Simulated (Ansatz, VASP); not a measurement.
# One calculation of CoAgS2, two programs

```
Co Ag S
1.0
     4.87121    0.00000    0.00000
     0.00000    4.87121    0.00000
     0.00000    0.00000    2.69522
Co Ag S
1 1 2
Direct
  0.00000 0.00000 0.00000
  0.50000 0.50000 0.50000
  0.50000 0.00000 0.00000
  0.00000 0.50000 0.00000
```

Alike in both runs: task single point; functional PBE; k mesh 4 × 4 × 6; occupations gaussian, width 0.1 eV; collinear spin.

|  | VASP | Ansatz |
| --- | --- | --- |
| version | VASP 6.6.1 | Ansatz 0.2.0 |
| potentials or method | VASP PAW PBE potentials, release 64 (Co, Ag, S), cutoff 520 eV | scalar-relativistic, plane waves, PAW |
| valence electrons in the cell | 32 | 48 |

|  | VASP | Ansatz | Ansatz less VASP |
| --- | --- | --- | --- |
| gap on the k mesh at the Fermi level (eV) | none | none | - |
| pressure (GPa) | -0.5 | -0.4 | +0.08 |
| traceless stress, the component that is largest in VASP (GPa) | 8.49 | 8.57 | +0.086 |
| net moment per atom (μB) | 0.39 | 0.39 | +0.001 |
| size of the moment on the site where the two differ most (μB) | 1.58 | 1.58 | -0.004 |

Site moments also hang on the region over which each program counts them. A gap of «none» marks a metal or a gap that the smearing closes. With one functional, cell and mesh, what is left measures potentials, basis and numerics. VASP's potentials hold 32 valence electrons a cell and Ansatz's 48, so a difference there can come from the potentials and not from the codes.

The k mesh is coarse, so the values compare programs but aren't converged.
